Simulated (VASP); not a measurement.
Runs of VASP 6.6.1 on CoO. The structure is that of space group F-43m (No. 216), or close to it. The cells are those of the table. 

```csv
task,spin,cell,k mesh,smearing,gap on the mesh (eV),pressure (GPa),moment (μB)
single point,off,"a = 3.089 Å, angles 60.0°, 2 atoms",14 × 14 × 14,gaussian 0.02 eV,(b),-1.4,-
single point,"collinear, ferromagnetic start","a = 3.126 Å, angles 60.0°, 2 atoms",8 × 8 × 8,gaussian 0.1 eV,0.30,23.6,3.00
single point,"collinear, ferromagnetic start","a = 3.386 Å, angles 60.0°, 2 atoms",14 × 14 × 14,gaussian 0.02 eV,0.46,(a),3.00
relaxation of cell and atoms,"collinear, ferromagnetic start","relaxed from a = 3.126 Å, angles 60.0°, 2 atoms",8 × 8 × 8,gaussian 0.1 eV,0.40,0.0,3.00
single point,"collinear, ferromagnetic start","a = 3.278 Å, angles 60.0°, 2 atoms",8 × 8 × 8,gaussian 0.1 eV,0.41,-1.0,3.00
```

Alike in all rows: level PBE+U; potentials or basis VASP PAW PBE potentials, release 64 (Co_sv, O); Co d U = 3.32 eV; cutoff (eV) 700.

Q: Fill in the values left out.

A: (a) -11.3; (b) none.

Caveats: a cell with one magnetic atom can't hold antiferromagnetic order, which such compounds often take (at least some runs); an odd number of electrons without spin polarisation forces a metal (at least some runs); a magnetic or distorted state may lie lower (at least some runs); U without spin polarisation on a metal has little footing (at least some runs); the cell stands under pressure (at least some runs); the cell stands under tension (at least some runs).

A k mesh can miss the band edges.
